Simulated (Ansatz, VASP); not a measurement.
# Y in VASP and in Ansatz

```
Y
1.0
     3.65150    0.00000    0.00000
    -1.82575    3.16229    0.00000
     0.00000    0.00000    5.60372
Y
2
Direct
  0.33333 0.66667 0.25000
  0.66667 0.33333 0.75000
```

Change from the starting cell: strain +0.000 along x and y, -0.025 along z, atoms carried along.

Alike in both runs: task single point; functional PBEsol; k mesh 18 × 18 × 8; occupations gaussian, width 0.15 eV; no spin polarisation.

|  | VASP | Ansatz |
| --- | --- | --- |
| version | VASP 6.6.1 | Ansatz 0.2.0 |
| potentials or method | VASP PAW PBE potentials, release 64 (Y_sv), cutoff 520 eV | scalar-relativistic, plane waves, PAW |
| valence electrons in the cell | 22 | 22 |

|  | VASP | Ansatz | Ansatz less VASP |
| --- | --- | --- | --- |
| gap on the k mesh at the Fermi level (eV) | none | none | - |
| pressure (GPa) | -1.4 | -1.3 | +0.11 |
| traceless stress, the component that is largest in VASP (GPa) | 0.46 | 0.46 | -0.003 |

VASP's potentials were made for PBE, not for PBEsol. A gap of «none» marks a metal or a gap that the smearing closes.
